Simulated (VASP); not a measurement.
Wanted: the native input for a VASP 6.6.1 run.

```
Task                   : single point
Functional             : PBE
Potentials or basis    : VASP PAW PBE potentials, release 64 (Er_3, C), 4f in core
Cutoff                 : 600 eV
k mesh                 : 5 × 5 × 5
Occupations            : gaussian, width 0.2 eV
Spin                   : no spin polarisation
Dipole correction      : no
Mended                 : yes
Further INCAR settings : ALGO = Normal; EDIFF = 1e-06; NBANDS = 18
```

The structure of ErC3 lies in POSCAR:

```
ErC3
1.0
    2.3736298434     -2.6761719701      0.0000000000
    2.3736298434      2.6761719701      0.0000000000
    0.0000000000      0.0000000000      4.7469118422
Er C
1 3
Direct
    0.0000000000      0.0000000000      0.5000000000
    0.5000000000      0.5000000000      0.5000000000
    0.1347944174      0.1347944174      0.0000000000
    0.8652055826      0.8652055826      0.0000000000
```

The cell was built from a structure type or drawn by symmetry, and may not be a known phase.

The input as run:

INCAR

```
SYSTEM = ErC3
PREC = Accurate
ENCUT = 600
EDIFF = 1E-6
ISMEAR = 0
SIGMA = 0.2
LREAL = .FALSE.
LASPH = .TRUE.
NELM = 200
ALGO = Normal
ISIF = 2
LWAVE = .FALSE.
LCHARG = .FALSE.
GGA = PE
NBANDS = 18
GGA_COMPAT = .FALSE.
LMAXMIX = 6
```

KPOINTS

```
regular mesh
0
G
  5 5 5
  0 0 0
```

Potentials or basis: VASP PAW PBE potentials, release 64 (Er_3, C), 4f in core.

Command:

```console
$ cat potpaw_PBE.64/Er_3/POTCAR potpaw_PBE.64/C/POTCAR > POTCAR
$ mpirun -np 1 vasp_std > vasp.out
```

It gave:

The pressure is 0.6 GPa and the largest force is 0.122 eV/Å. The band gap on the k mesh is zero (an odd number of electrons rules out a gap without spin polarisation).

Caveat: spin-orbit coupling is left out, which moves the levels of the heavy elements; the 4f electrons are frozen in the core, so they carry no moment and show no levels.

Run time: 25 s on 1 thread of AMD EPYC 9R45 96-Core Processor (Zen 5), with other jobs on the host, peak memory 0.17 GiB.
